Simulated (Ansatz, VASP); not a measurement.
**SrO in VASP and in Ansatz**

POSCAR

```
SrO
1.0
    3.5632380138      0.0000000000      0.0000000000
   -1.7816190069      3.0858546397      0.0000000000
    0.0000000000      0.0000000000      6.2551048216
Sr O
2 2
Direct
    0.0000000000      0.0000000000      0.0000000000
    0.0000000000      0.0000000000      0.5000000000
    0.3333333333      0.6666666667      0.2500000000
    0.6666666667      0.3333333333      0.7500000000
```

Contents of INCAR.step1:

```
PREC = Accurate
ENCUT = 520
ISMEAR = 0
SIGMA = 0.01
LREAL = F
LASPH = T
NELM = 100
NBANDS = 24
GGA = PE
ALGO = Normal
EDIFF = 1E-4
LWAVE = T
LCHARG = F
```

File INCAR.step2:

```
PREC = Accurate
ENCUT = 520
EDIFF = 1E-6
ISMEAR = 0
SIGMA = 0.01
LREAL = F
LASPH = T
NELM = 100
ALGO = Normal
ISIF = 2
LWAVE = F
LCHARG = F
METAGGA = R2SCAN
LMIXTAU = T
NBANDS = 24
ISTART = 1
```

Contents of KPOINTS:

```
Automatic mesh
0
Gamma
  12 12 4
```

Input for Ansatz:

```yaml
crystal:
  lattice:
    - [3.5632380138, 0.0, 0.0]
    - [-1.7816190069, 3.0858546397, 0.0]
    - [0.0, 0.0, 6.2551048216]
  atoms:
    - { symbol: Sr, position: [0.0, 0.0, 0.0] }
    - { symbol: Sr, position: [0.0, 0.0, 0.5] }
    - { symbol: O, position: [0.3333333333, 0.6666666667, 0.25] }
    - { symbol: O, position: [0.6666666667, 0.3333333333, 0.75] }
kpoints:
  mp_grid: { grid: [12, 12, 4] }
  band_path:
    path:
      - [0.0, 0.0, 0.0]
      - [0.5, 0.0, 0.0]
      - [0.3333333333, 0.3333333333, 0.0]
      - [0.0, 0.0, 0.5]
      - [0.5, 0.0, 0.5]
      - [0.3333333333, 0.3333333333, 0.5]
    npoints: 1
hamiltonian:
  xc: r2scan
scf:
  occupations: { method: fixed }
  n_extra_bands: 5
output:
  forces: true
  stress: true
  eigenvalues: true
```

Alike in both runs: task single point; functional r2SCAN; k mesh 12 × 12 × 4; no spin polarisation.

```csv
,VASP,Ansatz
version,VASP 6.6.1,Ansatz 0.2.0
potentials or method,"VASP PAW PBE potentials, release 64 (Sr_sv, O)","plane waves, PAW"
plane-wave cutoff (eV),520,500
occupations,"gaussian, width 0.01 eV",fixed
valence electrons in the cell,32,32
```

VASP gave:

* gap on the k mesh at the Fermi level (eV): 3.94
* pressure (GPa): 0.6
* traceless stress, the component that is largest in VASP (GPa): 0.10

Question: What did Ansatz give for the same quantities?

Answer: gap on the k mesh at the Fermi level (eV): 3.98; pressure (GPa): 0.0; traceless stress, the component that is largest in VASP (GPa): 0.00.

VASP's potentials were made for PBE, not for r2SCAN.
